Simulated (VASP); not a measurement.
Wanted: the native input for a VASP 6.6.1 run.

| Item | Value |
| --- | --- |
| Task | single point |
| Functional | RPBE |
| Potentials or basis | VASP PAW PBE potentials, release 64 (Au) |
| Cutoff | 520 eV |
| k mesh | 6 × 6 × 4 |
| Occupations | gaussian, width 0.1 eV |
| Spin | no spin polarisation |
| Dipole correction | no |
| Further INCAR settings | ALGO = Normal; EDIFF = 1e-07; NBANDS = 18 |

The structure of Au lies in POSCAR:

```
Au
1.0
    1.4113099650     -2.5559330250      0.0000000000
    1.4113099650      2.5559330250      0.0000000000
    0.0000000000      0.0000000000      4.8931696100
Au
2
Direct
    0.6653279700      0.3346720300      0.2500000000
    0.3346720300      0.6653279700      0.7500000000
```

These files were run (other wordings do the same):

INCAR

```
ALGO = Normal
EDIFF = 1E-7
ENCUT = 520
GGA = RP
ISIF = 2
ISMEAR = 0
LASPH = T
LCHARG = F
LREAL = F
LWAVE = F
NBANDS = 18
NELM = 60
PREC = Accurate
SIGMA = 0.1
```

KPOINTS

```
k-points
0
Gamma
  6 6 4
```

Potentials or basis: VASP PAW PBE potentials, release 64 (Au).

Command:

```console
$ cat potpaw_PBE.64/Au/POTCAR > POTCAR
$ mpirun -np 1 vasp_std > vasp.out
```

Results of the run:

```yaml
Pressure: 7.1 GPa
Largest_force: 0.024 eV/Å
Band_gap_on_the_k_mesh: zero (band 11 reaches 13.05 eV, above the bottom of band 12 at 6.45 eV)
```

Caveat: the k points lie up to 0.42 Å⁻¹ apart; the PAW data sets were made with another functional, which shifts forces and pressure a little; spin-orbit coupling is left out, which moves the levels of the heavy elements.

Wall time 8.4 s on 1 thread of Intel(R) Xeon(R) 6975P-C (Granite Rapids) (shared host), peak memory 0.15 GiB.
